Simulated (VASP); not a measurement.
# Mo: relaxation of cell and atoms with LDA

Crystal: Mo.

```xyz
1
Lattice="-1.5838 1.5838 1.5838 1.5838 -1.5838 1.5838 1.5838 1.5838 -1.5838" Properties=species:S:1:pos:R:3 pbc="T T T"
Mo    0.0000    0.0000    0.0000
```

* Program: VASP 6.6.1
* Task: relaxation of cell and atoms
* Functional: LDA
* Potentials or basis: VASP PAW LDA potentials, release 64 (Mo_sv)
* Cutoff: 600 eV
* k mesh: 12 × 12 × 12
* Occupations: fermi-dirac, width 0.05 eV
* Spin: no spin polarisation
* Dipole correction: no
* Further INCAR settings: ALGO = Fast; EDIFF = 1e-06; IBRION = 2; EDIFFG = -0.01; NSW = 60; ISIF = 3

The relaxed volume is 15.12 Å³/atom and the relaxed cell is a = 2.698 Å, b = 2.698 Å, c = 2.698 Å, α = 109.47°, β = 109.47°, γ = 109.47°. The space group after relaxing (to 0.05 Å) is Im-3m (No. 229). The energy gained by relaxing is 33.2 meV/atom and the ionic steps are 7. The pressure after relaxing is 0.0 GPa and the band gap on the k mesh is zero (band 7 reaches 17.21 eV, above the bottom of band 8 at 11.57 eV).

Step by step:
```
step  energy change (eV)  largest force (eV/Å)  pressure (GPa)  volume (Å³)
   1              0.0000                0.0000          -13.14        15.89
   2              0.2919                0.0000           57.34        13.08
   3             -0.0331                0.0000           -1.03        15.17
   4             -0.0332                0.0000           -0.15        15.13
   5             -0.0332                0.0000            0.20        15.11
   6             -0.0332                0.0000           -0.51        15.15
   7             -0.0332                0.0000            0.05        15.12
```

Final structure:
```xyz
1
Lattice="-1.5578 1.5578 1.5578 1.5578 -1.5578 1.5578 1.5578 1.5578 -1.5578" Properties=species:S:1:pos:R:3 pbc="T T T"
Mo    0.0000    0.0000    0.0000
```

Levels at points of the mesh, in eV from the Fermi level:
```tsv
k point	band 4	band 5	band 6	band 7	band 8	band 9	band 10	band 11
(0.00, 0.00, 0.00)	-34.25	-7.27	-1.38	-1.38	-1.38	1.74	1.74	14.93
(0.50, 0.00, 0.00)	-34.26	-5.48	-3.52	1.80	1.87	2.45	5.07	12.09
(0.50, 0.50, 0.50)	-35.33	-5.67	-5.67	4.26	4.26	4.26	9.37	9.37
```

Run time: 80 s on 1 thread of AMD EPYC 7R43 64-Core Processor (Zen 3), with other jobs on the host, peak memory 0.11 GiB.
